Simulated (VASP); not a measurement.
# Rh (P6_3/mmc) in VASP: notebook

Runs on Rh. Level: LDA. Tasks: single point.

Program: VASP 6.6.1. These are calculated values, not measurements. Logs are shortened: lines on timing, memory, paths and dates and some standing lists are left out, and cuts for length are marked.

### 1 The cell of the first run

Symmetry: P6_3/mmc, No. 194, hexagonal system. Conventional cell: a = 2.731 Å, b = 2.731 Å, c = 4.428 Å, α = 90.00°, β = 90.00°, γ = 120.00°. Within 3.6 Å of Rh (site symmetry -6m2) lie 12 Rh at 2.72 to 2.73 Å.

### 2 Single point, LDA

Contents of INCAR:

```
SYSTEM = Rh
ALGO     = Normal         ! electronic algorithm
EDIFF    = 1E-7           ! SCF threshold, eV
ENCUT    = 520            ! plane-wave cutoff, eV
GGA      = CA             ! functional
ISIF     = 2              ! what is computed and relaxed
ISMEAR   = 1              ! smearing method
LASPH    = .True.         ! aspherical terms in the spheres
LCHARG   = .True.         ! write CHGCAR
LELF     = .True.         ! ELF
LREAL    = .False.        ! projectors in reciprocal space
LVHAR    = .True.       
LWAVE    = .False.        ! write WAVECAR
NBANDS   = 22             ! bands
NELM     = 80             ! most SCF steps
PREC     = Accurate       ! precision mode
SIGMA    = 0.1            ! smearing width, eV
```

Contents of KPOINTS:

```
k-points
0
Gamma
  3 3 2
  0 0 0
```

Contents of POSCAR:

```
Rh
1.0
    2.7309790000      0.0000000000      0.0000000000
   -1.3654900000      2.3650970000      0.0000000000
    0.0000000000      0.0000000000      4.4284890000
Rh
2
Direct
    0.6666666667      0.3333333333      0.7500000000
    0.3333333333      0.6666666667      0.2500000000
```

Potentials or basis: VASP PAW LDA potentials, release 64 (Rh_pv).

Launch:

```
> cat potpaw_LDA.64/Rh_pv/POTCAR > POTCAR
> mpirun -np 1 vasp_std > vasp.out
```

OUTCAR:

```text
SYSTEM = Rh
   EDIFF = 1E-7
   ENCUT = 520
   GGA = CA
   ISIF = 2
   ISMEAR = 1
   LASPH = .True.
   LREAL = .False.
   NELM = 80
   PREC = Accurate

 ion  position               nearest neighbor table
   1  0.667  0.333  0.750-   2 2.72   2 2.72   2 2.72   2 2.72   2 2.72   2 2.72
   2  0.333  0.667  0.250-   1 2.72   1 2.72   1 2.72   1 2.72   1 2.72   1 2.72

  LATTYP: Found a hexagonal cell.
 ALAT       =     2.7309790000
 C/A-ratio  =     1.6215756328

  Lattice vectors:

 A1 = (   2.7309790000,   0.0000000000,   0.0000000000)
 A2 = (  -1.3654900000,   2.3650970000,   0.0000000000)
 A3 = (   0.0000000000,   0.0000000000,   4.4284890000)

Analysis of symmetry for initial positions (statically):
=====================================================================
 Subroutine PRICEL returns:
 Original cell was already a primitive cell.

 Routine SETGRP: Setting up the symmetry group for a
 hexagonal supercell.

 Subroutine GETGRP returns: Found 24 space group operations
 (whereof 12 operations were pure point group operations)
 out of a pool of 24 trial point group operations.

The static configuration has the point symmetry D_3d.
 The point group associated with its full space group is D_6h.

Analysis of symmetry for dynamics (positions and initial velocities):
=====================================================================
 Subroutine PRICEL returns:
 Original cell was already a primitive cell.

 Routine SETGRP: Setting up the symmetry group for a
 hexagonal supercell.

 Subroutine GETGRP returns: Found 24 space group operations
 (whereof 12 operations were pure point group operations)
 out of a pool of 24 trial point group operations.

The dynamic configuration has the point symmetry D_3d.
 The point group associated with its full space group is D_6h.

 Subroutine INISYM returns: Found 24 space group operations
 (whereof 12 operations are pure point group operations),
 and found     1 'primitive' translations

----------------------------------------------------------------------------------------

                                     Primitive cell

  volume of cell :      28.6037

  direct lattice vectors                    reciprocal lattice vectors
     2.730979000  0.000000000  0.000000000     0.366169055  0.211407897  0.000000000
    -1.365490000  2.365097000  0.000000000     0.000000000  0.422815639  0.000000000
     0.000000000  0.000000000  4.428489000     0.000000000  0.000000000  0.225810655

  length of vectors
     2.730979000  2.730979084  4.428489000     0.422815652  0.422815639  0.225810655

  position of ions in fractional coordinates (direct lattice)
     0.666666667  0.333333333  0.750000000
     0.333333333  0.666666667  0.250000000

  ion indices of the primitive-cell ions
   primitive index   ion index
                 1           1
                 2           2

----------------------------------------------------------------------------------------

 KPOINTS: k-points

Automatic generation of k-mesh.
 Grid dimensions read from file:
 generate k-points for:    3    3    2

 Generating k-lattice:

  Cartesian coordinates                     Fractional coordinates (reciprocal lattice)
     0.122056352  0.070469299  0.000000000     0.333333333  0.000000000  0.000000000
     0.000000000  0.140938546  0.000000000     0.000000000  0.333333333  0.000000000
     0.000000000  0.000000000  0.112905327     0.000000000  0.000000000  0.500000000

  Length of vectors
     0.140938551  0.140938546  0.112905327

  Shift w.r.t. Gamma in fractional coordinates (k-lattice)
     0.000000000  0.000000000  0.000000000

 Subroutine IBZKPT returns following result:
 ===========================================

 Found      6 irreducible k-points:

 Following reciprocal coordinates:
            Coordinates               Weight
  0.000000  0.000000  0.000000      1.000000
  0.333333  0.000000  0.000000      6.000000
  0.333333  0.333333  0.000000      2.000000
  0.000000  0.000000  0.500000      1.000000
  0.333333  0.000000  0.500000      6.000000
  0.333333  0.333333  0.500000      2.000000
   k-points           NKPTS =      6   k-points in BZ     NKDIM =      6   number of bands    NBANDS=     22
   number of dos      NEDOS =    301   number of ions     NIONS =      2
   total plane-waves  NPLWV =  14400
   dimension x,y,z NGX =    20 NGY =   20 NGZ =   36
   dimension x,y,z NGXF=    40 NGYF=   40 NGZF=   72
   ions per type =               2
   NGX,Y,Z   is equivalent  to a cutoff of  12.17, 12.17, 13.51 a.u.
   NGXF,Y,Z  is equivalent  to a cutoff of  24.35, 24.35, 27.03 a.u.
 SYSTEM =  Rh
   PREC   = accura    normal or accurate (medium, high low for compatibility)
   ISTART =      0    job   : 0-new  1-cont  2-samecut
   ICHARG =      2    charge: 1-file 2-atom 10-const
   ISPIN  =      1    spin polarized calculation?
   LNONCOLLINEAR =      F non collinear calculations
   LSORBIT =      F    spin-orbit coupling
   LASPH  =      T    aspherical Exc in radial PAW
   ENCUT  =  520.0 eV  38.22 Ry    6.18 a.u.   5.08  5.08  8.23*2*pi/ulx,y,z
   NELM   =     80;   NELMIN=  2; NELMDL= -5     # of ELM steps
   EDIFF  = 0.1E-06   stopping-criterion for ELM
   LREAL  =      F    real-space projection
   EDIFFG = 0.1E-05   stopping-criterion for IOM
   NSW    =      0    number of steps for IOM
   IBRION =     -1    ionic relax: 0-MD 1-quasi-New 2-CG
   NFREE  =      0    steps in history (QN), initial steepest desc. (CG)
   ISIF   =      2    stress and relaxation
   ISYM   =      2    0-nonsym 1-usesym 2-fastsym
   POTIM  = 0.5000    time-step for ionic-motion
   TEBEG  =    0.0;   TEEND  =   0.0 temperature during run
   PSTRESS=    0.0 pullay stress
   NELECT =      30.0000    total number of electrons
   NUPDOWN=      -1.0000    fix difference up-down
   EMIN   =  10.00;   EMAX   =-10.00  energy-range for DOS
   EFERMI =   0.00;   METHOD = LEGACY
   ISMEAR =     1;   SIGMA  =   0.10  broadening in eV -4-tet -1-fermi 0-gaus
   EFERMI_NEDOS =   21; number of points for ismear=-14 and -15
   IALGO  =     38    algorithm
   IMIX   =      4    mixing-type and parameters
     AMIX     =   0.40;   BMIX     =  1.00
     AMIX_MAG =   1.60;   BMIX_MAG =  1.00
  volume/ion in A,a.u.               =      14.30        96.51
  Fermi-wavevector in a.u.,A,eV,Ry     =   1.663314  3.143208 37.642069  2.766614
  Thomas-Fermi vector in A             =   2.750053
   LORBIT       =      0    0 simple, 1 ext, 2 COOP (PROOUT), +10 PAW based schemes
   GGA     = CA    functional components
   LHFCALC =     F    Hartree Fock is set to
   AEXX    =    0.0000 exact exchange contribution
   IVDW    =     0    specifies the selected vdW correction
   LEPSILON=     F    determine dielectric tensor
   LRPA    =     F    only Hartree local field effects (RPA)
 non-spin polarized calculation
 Methfessel and Paxton  Order N= 1 SIGMA  =   0.10
  energy-cutoff  :      520.00
  volume of cell :       28.60
 maximum number of plane-waves:       785
   NGX = 11   NGY = 11   NGZ = 17

 number of electron      30.0000009 magnetization

 Free energy of the ion-electron system (eV)
  ---------------------------------------------------
  ext. energy  EPLUGINS =         0.00000000
  ---------------------------------------------------
  free energy    TOTEN  =       -16.05372791 eV

  energy without entropy =      -16.05626836  energy(sigma->0) =      -16.05457473

 E-fermi :  11.0002     XC(G=0): -14.1048

 val. band max:       10.9913404150   @ k =   0.3333   0.3333   0.0000
 cond. band min:      11.0674508215   @ k =   0.3333   0.0000   0.5000
 fundamental gap:      0.0761104064
 Fermi energy:        11.0002173194

 k-point     1 :       0.0000    0.0000    0.0000
  band No.  band energies     occupation
      1     -35.9205      2.00000
      2     -35.2593      2.00000
      3     -35.1132      2.00000
      4     -35.1132      2.00000
      5     -35.0178      2.00000
      6     -35.0178      2.00000
[... 14 lines left out ...]
     21      29.0569      0.00000
     22      29.7870      0.00000

 k-point     2 :       0.3333    0.0000    0.0000
  band No.  band energies     occupation
      1     -35.7329      2.00000
      2     -35.4773      2.00000
      3     -35.3805      2.00000
      4     -35.3536      2.00000
      5     -35.2250      2.00000
      6     -35.0815      2.00000
[... 14 lines left out ...]
     21      25.7337      0.00000
     22      26.8020      0.00000

 k-point     3 :       0.3333    0.3333    0.0000
  band No.  band energies     occupation
      1     -35.5197      2.00000
      2     -35.5197      2.00000
      3     -35.5016      2.00000
      4     -35.4053      2.00000
      5     -35.4053      2.00000
      6     -35.3021      2.00000
[... 14 lines left out ...]
     21      25.0103      0.00000
     22      25.0103      0.00000

 k-point     4 :       0.0000    0.0000    0.5000
  band No.  band energies     occupation
      1     -35.5956      2.00000
      2     -35.5956      2.00000
      3     -35.0656      2.00000
      4     -35.0656      2.00000
      5     -35.0656      2.00000
      6     -35.0656      2.00000
[... 14 lines left out ...]
     21      27.9980      0.00000
     22      27.9980      0.00000

 k-point     5 :       0.3333    0.0000    0.5000
  band No.  band energies     occupation
      1     -35.6549      2.00000
      2     -35.6549      2.00000
      3     -35.3167      2.00000
      4     -35.3167      2.00000
      5     -35.1536      2.00000
      6     -35.1536      2.00000
[... 14 lines left out ...]
     21      27.1308      0.00000
     22      27.1308      0.00000

 k-point     6 :       0.3333    0.3333    0.5000
  band No.  band energies     occupation
      1     -35.6599      2.00000
      2     -35.6599      2.00000
      3     -35.4026      2.00000
      4     -35.4026      2.00000
      5     -35.2614      2.00000
      6     -35.2614      2.00000
[... 14 lines left out ...]
     21      20.9719      0.00000
     22      20.9719      0.00000

------------------------ aborting loop because EDIFF is reached ----------------------------------------

  FORCE on cell =-STRESS in cart. coord.  units (eV):
  Direction    XX          YY          ZZ          XY          YZ          ZX
  --------------------------------------------------------------------------------------
  -------------------------------------------------------------------------------------
  Total        1.0529690      1.0529688     -7.2412927     -0.0000002      0.0000000      0.0000000
  in kB       58.9797966     58.9797871   -405.6054636     -0.0000125      0.0000000      0.0000000
  external PRESSURE =     -95.8819600 kB  Pullay stress =       0.0000000 kB

 VOLUME and BASIS-vectors are now :
 -----------------------------------------------------------------------------
  energy-cutoff  :      520.00
  volume of cell :       28.60
      direct lattice vectors                 reciprocal lattice vectors
     2.730979000  0.000000000  0.000000000     0.366169055  0.211407897  0.000000000
    -1.365490000  2.365097000  0.000000000     0.000000000  0.422815639  0.000000000
     0.000000000  0.000000000  4.428489000     0.000000000  0.000000000  0.225810655

 POSITION                                       TOTAL-FORCE (eV/Angst)
 -----------------------------------------------------------------------------------
      1.36549      0.78837      3.32137        -0.000000     -0.000000      0.000000
     -0.00000      1.57673      1.10712         0.000000      0.000000      0.000000
 -----------------------------------------------------------------------------------
    total drift:                                0.000000     -0.000000      0.000000

  FREE ENERGIE OF THE ION-ELECTRON SYSTEM (eV)
  ---------------------------------------------------
  free  energy   TOTEN  =       -16.0537279100 eV

  energy  without entropy=      -16.0562683551  energy(sigma->0) =      -16.05457473
```

It took 8.7 s on 1 thread of Intel Xeon 8259CL, shared host; peak memory 0.12 GiB.

Results:

```yaml
Free_energy: -16.0537 eV
Pressure: -9.6 GPa
Band_gap_on_the_k_mesh: zero (band 15 reaches 11.21 eV, above the bottom of band 16 at 10.61 eV)
```

Levels at points of the mesh, in eV from the Fermi level:
| k point | band 13 | band 14 | band 15 | band 16 | band 17 | band 18 |
| --- | --- | --- | --- | --- | --- | --- |
| (0.00, 0.00, 0.00) | -2.20 | -1.82 | -1.82 | 0.12 | 0.12 | 0.71 |
| (0.00, 0.00, 0.50) | -2.82 | -2.82 | -0.40 | -0.40 | -0.40 | -0.40 |

Caveat: the k points lie up to 0.89 Å⁻¹ apart.

### 3 Single point, LDA

Contents of INCAR:

```
SYSTEM = Rh
ALGO = Normal
EDIFF = 1E-6
ENCUT = 520
ISIF = 2
ISMEAR = 1
LASPH = .True.
LCHARG = .True.
LELF = .True.
LREAL = .False.
LVHAR = .True.
LWAVE = .False.
NBANDS = 22
NELM = 80
PREC = Accurate
SIGMA = 0.1
```

Contents of KPOINTS:

```
k-points
0
Gamma
  4 4 3
  0 0 0
```

POSCAR is that of step 2.

Potentials or basis: VASP PAW LDA potentials, release 64 (Rh_pv).

Launch:

```
> cat potpaw_LDA.64/Rh_pv/POTCAR > POTCAR
> mpirun -np 1 vasp_std > vasp.out
```

It took 8.8 s on 1 thread of Intel Xeon 8259CL, shared host; peak memory 0.13 GiB.

It converged, with:

* Free energy: -17.5450 eV
* Pressure: -21.8 GPa
* Band gap on the k mesh: zero (band 15 reaches 11.70 eV, above the bottom of band 16 at 9.98 eV)

Stress tensor (GPa, compression positive):
```
-25.11   0.00   0.00
  0.00 -25.11   0.00
  0.00   0.00 -15.05
```

Levels at points of the mesh, in eV from the Fermi level:
| k point | band 12 | band 13 | band 14 | band 15 | band 16 | band 17 | band 18 | band 19 |
| --- | --- | --- | --- | --- | --- | --- | --- | --- |
| (0.00, 0.00, 0.00) | -2.42 | -2.42 | -1.75 | -1.75 | 0.17 | 0.17 | 0.74 | 8.19 |
| (0.50, 0.00, 0.00) | -2.08 | -2.01 | 0.38 | 0.63 | 0.66 | 2.93 | 4.92 | 9.94 |

Caveat: the k points lie up to 0.66 Å⁻¹ apart.
